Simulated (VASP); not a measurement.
Runs of VASP 6.6.1 on Hf. The structure is that of space group P6_3/mmc (No. 194), or close to it. The cells are those of the table. 

```tsv
task	cell	gap on the mesh (eV)	pressure (GPa)
single point	a = 3.259, b = 3.259, c = 5.157 Å, angles 90.0, 90.0, 120.0°, 2 atoms	none	-9.4
single point	a = 3.186, b = 3.186, c = 5.041 Å, angles 90.0, 90.0, 120.0°, 2 atoms	none	-3.1
single point	a = 3.153, b = 3.153, c = 4.989 Å, angles 90.0, 90.0, 120.0°, 2 atoms	none	0.3
electric field gradients	a = 3.197, b = 3.197, c = 4.957 Å, angles 90.0, 90.0, 120.0°, 2 atoms	none	-1.9
electric field gradients	a = 3.186, b = 3.186, c = 5.041 Å, angles 90.0, 90.0, 120.0°, 2 atoms	none	-3.1
electric field gradients	a = 3.218, b = 3.218, c = 5.091 Å, angles 90.0, 90.0, 120.0°, 2 atoms	none	-6.0
single point	a = 3.197, b = 3.197, c = 4.957 Å, angles 90.0, 90.0, 120.0°, 2 atoms	none	(a)
single point	a = 3.218, b = 3.218, c = 5.091 Å, angles 90.0, 90.0, 120.0°, 2 atoms	none	-6.0
```

Alike in all rows: level PBEsol; potentials or basis VASP PAW PBE potentials, release 64 (Hf_pv); no spin polarisation; k mesh 13 × 13 × 7; cutoff (eV) 520; smearing fermi-dirac 0.05 eV.

Problem. Estimate the missing entries.

Solution. (a) -1.8.

Caveats: the PAW data sets were made with another functional, which shifts forces and pressure a little; spin-orbit coupling is left out, which moves the levels of the heavy elements; the cell stands under tension (at least some runs).

A k mesh can miss the band edges, and the runs leave out spin-orbit coupling on Hf.

A gap of «none» marks levels without a gap at the run's occupations.
